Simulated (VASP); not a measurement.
# Os (Fd-3m) in VASP: further runs, part 2 of 2

VASP 6.6.1.

### Step 4. Single point, BLYP (22.32 Å³/atom)

Input file INCAR:

```
SYSTEM = Os
PREC = Accurate
ENCUT = 520
EDIFF = 1E-6
ISMEAR = -1
SIGMA = 0.1
LREAL = .False.
LASPH = .True.
NELM = 80
ALGO = Normal
ISIF = 2
LWAVE = .False.
LCHARG = .True.
GGA = B5
ALDAX = 1.0
AGGAX = 1.0
AGGAC = 1.0
ALDAC = 0.0
LELF = .True.
LVHAR = .True.
NBANDS = 15
```

Input file KPOINTS:

```
regular mesh
0
Gamma
  11 11 11
  0 0 0
```

Input file POSCAR:

```
Os
1.0
    0.0000000000      2.8157249164      2.8157249164
    2.8157249164      0.0000000000      2.8157249164
    2.8157249164      2.8157249164      0.0000000000
Os
2
Direct
    0.1250000000      0.1250000000      0.1250000000
    0.8750000000      0.8750000000      0.8750000000
```

Potentials or basis: VASP PAW PBE potentials, release 64 (Os).

Launch:

```bash
cat potpaw_PBE.64/Os/POTCAR > POTCAR
mpirun -np 1 vasp_std > vasp.out
```

OUTCAR:

```text
SYSTEM = Os
   PREC = Accurate
   ENCUT = 520
   EDIFF = 1E-6
   ISMEAR = -1
   LREAL = .False.
   LASPH = .True.
   NELM = 80
   ISIF = 2
   GGA = B5

 ion  position               nearest neighbor table
   1  0.125  0.125  0.125-   2 2.44   2 2.44   2 2.44   2 2.44
   2  0.875  0.875  0.875-   1 2.44   1 2.44   1 2.44   1 2.44

  LATTYP: Found a face centered cubic cell.
 ALAT       =     5.6314498328

  Lattice vectors:

 A1 = (   0.0000000000,   2.8157249164,   2.8157249164)
 A2 = (   2.8157249164,   0.0000000000,   2.8157249164)
 A3 = (   2.8157249164,   2.8157249164,   0.0000000000)

Analysis of symmetry for initial positions (statically):
=====================================================================
 Subroutine PRICEL returns:
 Original cell was already a primitive cell.

 Routine SETGRP: Setting up the symmetry group for a
 face centered cubic supercell.

 Subroutine GETGRP returns: Found 48 space group operations
 (whereof 12 operations were pure point group operations)
 out of a pool of 48 trial point group operations.

The static configuration has the point symmetry D_3d.
 The point group associated with its full space group is O_h .

Analysis of symmetry for dynamics (positions and initial velocities):
=====================================================================
 Subroutine PRICEL returns:
 Original cell was already a primitive cell.

 Routine SETGRP: Setting up the symmetry group for a
 face centered cubic supercell.

 Subroutine GETGRP returns: Found 48 space group operations
 (whereof 12 operations were pure point group operations)
 out of a pool of 48 trial point group operations.

The dynamic configuration has the point symmetry D_3d.
 The point group associated with its full space group is O_h .

 Subroutine INISYM returns: Found 48 space group operations
 (whereof 12 operations are pure point group operations),
 and found     1 'primitive' translations

----------------------------------------------------------------------------------------

                                     Primitive cell

  volume of cell :      44.6479

  direct lattice vectors                    reciprocal lattice vectors
     0.000000000  2.815724916  2.815724916    -0.177574165  0.177574165  0.177574165
     2.815724916  0.000000000  2.815724916     0.177574165 -0.177574165  0.177574165
     2.815724916  2.815724916  0.000000000     0.177574165  0.177574165 -0.177574165

  length of vectors
     3.982036365  3.982036365  3.982036365     0.307567475  0.307567475  0.307567475

  position of ions in fractional coordinates (direct lattice)
     0.125000000  0.125000000  0.125000000
     0.875000000  0.875000000  0.875000000

  ion indices of the primitive-cell ions
   primitive index   ion index
                 1           1
                 2           2

----------------------------------------------------------------------------------------

 KPOINTS: regular mesh

Automatic generation of k-mesh.
 Grid dimensions read from file:
 generate k-points for:   11   11   11

[... 24 lines left out ...]
  0.363636  0.000000  0.000000      8.000000
  0.454545  0.000000  0.000000      8.000000
[... 16 lines left out ...]
 -0.272727  0.181818  0.000000     24.000000
 -0.181818  0.181818  0.000000     12.000000
 [... further k-points ...]
   k-points           NKPTS =     56   k-points in BZ     NKDIM =     56   number of bands    NBANDS=     15
   number of dos      NEDOS =    301   number of ions     NIONS =      2
   total plane-waves  NPLWV =  27000
   dimension x,y,z NGX =    30 NGY =   30 NGZ =   30
   dimension x,y,z NGXF=    60 NGYF=   60 NGZF=   60
   ions per type =               2
   NGX,Y,Z   is equivalent  to a cutoff of  12.52, 12.52, 12.52 a.u.
   NGXF,Y,Z  is equivalent  to a cutoff of  25.05, 25.05, 25.05 a.u.
 SYSTEM =  Os
   PREC   = accura    normal or accurate (medium, high low for compatibility)
   ISTART =      0    job   : 0-new  1-cont  2-samecut
   ICHARG =      2    charge: 1-file 2-atom 10-const
   ISPIN  =      1    spin polarized calculation?
   LNONCOLLINEAR =      F non collinear calculations
   LSORBIT =      F    spin-orbit coupling
   LASPH  =      T    aspherical Exc in radial PAW
   ENCUT  =  520.0 eV  38.22 Ry    6.18 a.u.   7.40  7.40  7.40*2*pi/ulx,y,z
   NELM   =     80;   NELMIN=  2; NELMDL= -5     # of ELM steps
   EDIFF  = 0.1E-05   stopping-criterion for ELM
   LREAL  =      F    real-space projection
   EDIFFG = 0.1E-04   stopping-criterion for IOM
   NSW    =      0    number of steps for IOM
   IBRION =     -1    ionic relax: 0-MD 1-quasi-New 2-CG
   NFREE  =      0    steps in history (QN), initial steepest desc. (CG)
   ISIF   =      2    stress and relaxation
   ISYM   =      2    0-nonsym 1-usesym 2-fastsym
   POTIM  = 0.5000    time-step for ionic-motion
   TEBEG  =    0.0;   TEEND  =   0.0 temperature during run
   PSTRESS=    0.0 pullay stress
   NELECT =      16.0000    total number of electrons
   NUPDOWN=      -1.0000    fix difference up-down
   EMIN   =  10.00;   EMAX   =-10.00  energy-range for DOS
   EFERMI =   0.00;   METHOD = LEGACY
   ISMEAR =    -1;   SIGMA  =   0.10  broadening in eV -4-tet -1-fermi 0-gaus
   EFERMI_NEDOS =   21; number of points for ismear=-14 and -15
   IALGO  =     38    algorithm
   IMIX   =      4    mixing-type and parameters
     AMIX     =   0.40;   BMIX     =  1.00
     AMIX_MAG =   1.60;   BMIX_MAG =  1.00
  volume/ion in A,a.u.               =      22.32       150.65
  Fermi-wavevector in a.u.,A,eV,Ry     =   1.162826  2.197422 18.397301  1.352163
  Thomas-Fermi vector in A             =   2.299382
   LORBIT       =      0    0 simple, 1 ext, 2 COOP (PROOUT), +10 PAW based schemes
   GGA     = B5    functional components
   LHFCALC =     F    Hartree Fock is set to
   AEXX    =    0.0000 exact exchange contribution
   IVDW    =     0    specifies the selected vdW correction
   LEPSILON=     F    determine dielectric tensor
   LRPA    =     F    only Hartree local field effects (RPA)
 non-spin polarized calculation
  energy-cutoff  :      520.00
  volume of cell :       44.65
 maximum number of plane-waves:      1243
 NGX is ok and might be reduce to    30
   NGX = 15   NGY = 15   NGZ = 15

 number of electron      15.9999999 magnetization

 Free energy of the ion-electron system (eV)
  ---------------------------------------------------
  ext. energy  EPLUGINS =         0.00000000
  ---------------------------------------------------
  free energy    TOTEN  =       -17.96197891 eV

  energy without entropy =      -17.90086984  energy(sigma->0) =      -17.93142437

 E-fermi :   4.5549     XC(G=0): -10.3487

 val. band max:        4.5517152026   @ k =   0.4545   0.3636   0.0909
 cond. band min:       4.5776570351   @ k =   0.4545   0.2727   0.0909
 fundamental gap:      0.0259418325
 Fermi energy:         4.5549123127

 k-point     1 :       0.0000    0.0000    0.0000
  band No.  band energies     occupation
      1      -2.6762      2.00000
      2       0.5936      2.00000
      3       0.5936      2.00000
      4       1.1453      2.00000
      5       1.1453      2.00000
      6       1.1453      2.00000
      7       4.0016      1.99213
      8       4.0016      1.99213
      9       4.0016      1.99213
     10       6.8843      0.00000
     11       6.8843      0.00000
     12      15.8703      0.00000
     13      15.9966      0.00000
     14      17.4126      0.00000
[... 401 lines left out ...]
      2       0.1397      2.00000
      3       0.7381      2.00000
      4       0.8154      2.00000
      5       1.2865      2.00000
      6       2.1207      2.00000
      7       3.2699      1.99999
      8       3.5362      1.99992
      9       4.7354      0.28260
     10       6.0058      0.00000
     11       7.1387      0.00000
     12      11.2979      0.00000
     13      12.0178      0.00000
     14      15.4436      0.00000
     15      15.5528      0.00000

 [... further k-points ...]

------------------------ aborting loop because EDIFF is reached ----------------------------------------

  FORCE on cell =-STRESS in cart. coord.  units (eV):
  Direction    XX          YY          ZZ          XY          YZ          ZX
  --------------------------------------------------------------------------------------
  -------------------------------------------------------------------------------------
  Total        0.1261749      0.1261749      0.1261749     -0.0000000      0.0000000      0.0000000
  in kB        4.5277562      4.5277562      4.5277562     -0.0000000      0.0000000      0.0000000
  external PRESSURE =       4.5277562 kB  Pullay stress =       0.0000000 kB

 VOLUME and BASIS-vectors are now :
 -----------------------------------------------------------------------------
  energy-cutoff  :      520.00
  volume of cell :       44.65
      direct lattice vectors                 reciprocal lattice vectors
     0.000000000  2.815724916  2.815724916    -0.177574165  0.177574165  0.177574165
     2.815724916  0.000000000  2.815724916     0.177574165 -0.177574165  0.177574165
     2.815724916  2.815724916  0.000000000     0.177574165  0.177574165 -0.177574165

 POSITION                                       TOTAL-FORCE (eV/Angst)
 -----------------------------------------------------------------------------------
      0.70393      0.70393      0.70393         0.000000     -0.000000     -0.000000
      4.92752      4.92752      4.92752        -0.000000      0.000000      0.000000
 -----------------------------------------------------------------------------------
    total drift:                               -0.000000      0.000000      0.000000

  FREE ENERGIE OF THE ION-ELECTRON SYSTEM (eV)
  ---------------------------------------------------
  free  energy   TOTEN  =       -17.9619789112 eV

  energy  without entropy=      -17.9008698362  energy(sigma->0) =      -17.93142437
```

OSZICAR:

```text
N       E                     dE             d eps       ncg     rms          rms(c)
DAV:   1     0.835187985621E+02    0.83519E+02   -0.68915E+03  1680   0.958E+02
DAV:   2    -0.135249943270E+02   -0.97044E+02   -0.82773E+02  1869   0.280E+02
DAV:   3    -0.186779947249E+02   -0.51530E+01   -0.49544E+01  2072   0.557E+01
DAV:   4    -0.187229949174E+02   -0.45000E-01   -0.44913E-01  1967   0.571E+00
DAV:   5    -0.187232653172E+02   -0.27040E-03   -0.27039E-03  2030   0.429E-01    0.138E+01
DAV:   6    -0.181051312827E+02    0.61813E+00   -0.71314E-01  2065   0.672E+00    0.611E+00
DAV:   7    -0.179738306594E+02    0.13130E+00   -0.23458E-01  2065   0.368E+00    0.121E+00
DAV:   8    -0.179618085875E+02    0.12022E-01   -0.18016E-02  1743   0.952E-01    0.123E-01
DAV:   9    -0.179619460759E+02   -0.13749E-03   -0.30969E-04  2002   0.118E-01    0.398E-02
DAV:  10    -0.179619785089E+02   -0.32433E-04   -0.29145E-05  1743   0.564E-02    0.142E-02
DAV:  11    -0.179619789112E+02   -0.40228E-06   -0.19406E-06  1838   0.988E-03
   1 F= -.17961979E+02 E0= -.17931424E+02  d E =-.611091E-01
```

Run time: 73 s. Hardware: 1 thread of Intel Xeon 8259CL, shared host; peak memory 0.19 GiB.

What came out:

| Quantity | Value |
| --- | --- |
| Free energy | -17.9620 eV |
| Pressure | 0.5 GPa |
| Band gap on the k mesh | zero (bands 8 and 9 overlap by 0.98 eV) |

Levels at points of the mesh, in eV from the Fermi level:
| k point | band 6 | band 7 | band 8 | band 9 | band 10 | band 11 |
| --- | --- | --- | --- | --- | --- | --- |
| (0.00, 0.00, 0.00) | -3.41 | -0.55 | -0.55 | -0.55 | 2.33 | 2.33 |

Caveat: the PAW data sets were made with another functional, which shifts forces and pressure a little; spin-orbit coupling is left out, which moves the levels of the heavy elements.

### Step 5. The runs side by side

```csv
cell,k mesh,gap on the mesh (eV),pressure (GPa)
"a = 3.982 Å, angles 60.0°, 2 atoms",10 × 10 × 10,none,0.5
"a = 3.816 Å, angles 60.0°, 2 atoms",11 × 11 × 11,none,31.7
"a = 3.982 Å, angles 60.0°, 2 atoms",11 × 11 × 11,none,0.5
```

Alike in all rows: task single point; level BLYP; potentials or basis VASP PAW PBE potentials, release 64 (Os); no spin polarisation; cutoff (eV) 520; smearing fermi-dirac 0.1 eV.

Caveats: the PAW data sets were made with another functional, which shifts forces and pressure a little; spin-orbit coupling is left out, which moves the levels of the heavy elements; the cell stands under pressure (at least some runs).

Absolute energies hang on the potentials; compare differences alone.
